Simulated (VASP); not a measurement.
# ZnS: single point with r2SCAN

The system is ZnS.

```
CELL_PARAMETERS angstrom
5.38903 0.00000 0.00000
0.00000 -5.38903 0.00000
0.00000 0.00000 -5.38903
ATOMIC_POSITIONS crystal
Zn 0.00490 0.98594 0.00545
Zn 0.50635 0.49829 0.99830
Zn 0.49906 0.00518 0.50763
Zn 0.99371 0.50332 0.50008
S 0.75059 0.75249 0.74855
S 0.25026 0.25055 0.74990
S 0.23925 0.75252 0.24444
S 0.75588 0.25169 0.24565
```

This cell differs from its parent crystal: atoms moved at random.

```json
{
 "Program": "VASP 6.6.1",
 "Task": "single point",
 "Functional": "r2SCAN",
 "Potentials or basis": "VASP PAW PBE potentials, release 64 (Zn, S)",
 "Cutoff": "520 eV",
 "k mesh": "4 × 4 × 4",
 "Occupations": "gaussian, width 0.05 eV",
 "Spin": "no spin polarisation",
 "Dipole correction": "no",
 "Further INCAR settings": "ALGO = Normal; EDIFF = 1e-06; NBANDS = 46"
}
```

* Pressure: 0.4 GPa
* Largest force: 1.301 eV/Å
* Band gap on the k mesh: 2.68 eV

Forces on the atoms (eV/Å):
```
Zn  -0.332 -0.731  0.485
Zn  -0.251 -0.047 -0.054
Zn  -0.021  0.032  0.453
Zn   0.222  0.132  0.014
S   -0.158  0.018 -0.013
S   -0.212 -0.113 -0.091
S    1.023  0.484 -0.642
S   -0.272  0.226 -0.153
```

Stress tensor (GPa, compression positive):
```
 0.33  0.88 -0.65
 0.88  0.37 -0.40
-0.65 -0.40  0.38
```

Levels at points of the mesh, in eV from the valence-band top:
```csv
k point,band 33,band 34,band 35,band 36,band 37,band 38,band 39,band 40
"(0.00, 0.00, 0.00)",-2.29,-0.07,-0.02,0.00,2.68,3.60,3.65,3.78
"(0.50, 0.00, 0.00)",-1.38,-1.36,-1.26,-1.22,4.86,4.89,5.04,5.06
"(0.00, 0.50, 0.00)",-1.36,-1.34,-1.27,-1.25,4.83,4.89,5.04,5.08
"(0.00, 0.00, 0.50)",-1.34,-1.33,-1.29,-1.25,4.86,4.86,5.05,5.07
"(0.50, 0.50, 0.00)",-1.05,-0.99,-0.96,-0.84,5.24,5.28,5.43,5.44
"(0.00, 0.50, 0.50)",-1.03,-0.99,-0.95,-0.89,5.29,5.32,5.39,5.41
"(0.50, 0.00, 0.50)",-1.05,-1.01,-0.94,-0.85,5.21,5.32,5.40,5.48
"(0.50, 0.50, 0.50)",-0.93,-0.86,-0.83,-0.79,3.73,3.77,3.82,3.88
```

It took 7 min on 1 thread of AMD EPYC 9R45 96-Core Processor (Zen 5) (shared host), peak memory 0.34 GiB.

Caveat: the cell differs from its parent crystal (atoms moved at random); the PAW data sets were made with another functional, which shifts forces and pressure a little.
